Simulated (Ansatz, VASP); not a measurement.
# Cr3BiO4: VASP beside Ansatz

```
Cr Bi O
1.0
     4.79826    0.00000    0.00000
     0.00000    4.79826    0.00000
     0.00000    0.00000    4.79826
Cr Bi O
3 1 4
Direct
  0.50000 0.00000 0.00000
  0.00000 0.50000 0.00000
  0.00000 0.00000 0.50000
  0.00000 0.00000 0.00000
  0.23500 0.23500 0.23500
  0.23500 0.76500 0.76500
  0.76500 0.76500 0.23500
  0.76500 0.23500 0.76500
```

Alike in both runs: task single point; functional PBE; k mesh 4 × 4 × 4; occupations gaussian, width 0.1 eV; collinear spin.

|  | VASP | Ansatz |
| --- | --- | --- |
| version | VASP 6.6.1 | Ansatz 0.2.0 |
| potentials or method | VASP PAW PBE potentials, release 64 (Cr_pv, Bi_d, O), cutoff 520 eV | scalar-relativistic, plane waves, PAW |
| valence electrons in the cell | 75 | 81 |

Ansatz gave:

* gap on the k mesh at the Fermi level (eV): none
* rms of the force components (eV/Å): 2.890
* net moment per atom (μB): 1.38
* size of the moment on the site where the two differ most (μB): 2.76

**Question.** Which values does VASP return?

**Answer.** gap on the k mesh at the Fermi level (eV): none; rms of the force components (eV/Å): 2.933; net moment per atom (μB): 1.39; size of the moment on the site where the two differ most (μB): 3.29.

Site moments also hang on the region over which each program counts them. Atom by atom the forces differ by 0.043 eV/Å (rms over components). A gap of «none» marks a metal or a gap that the smearing closes. VASP's potentials hold 75 valence electrons a cell and Ansatz's 81, so a difference there can come from the potentials and not from the codes.

Neither program's run includes spin-orbit coupling.
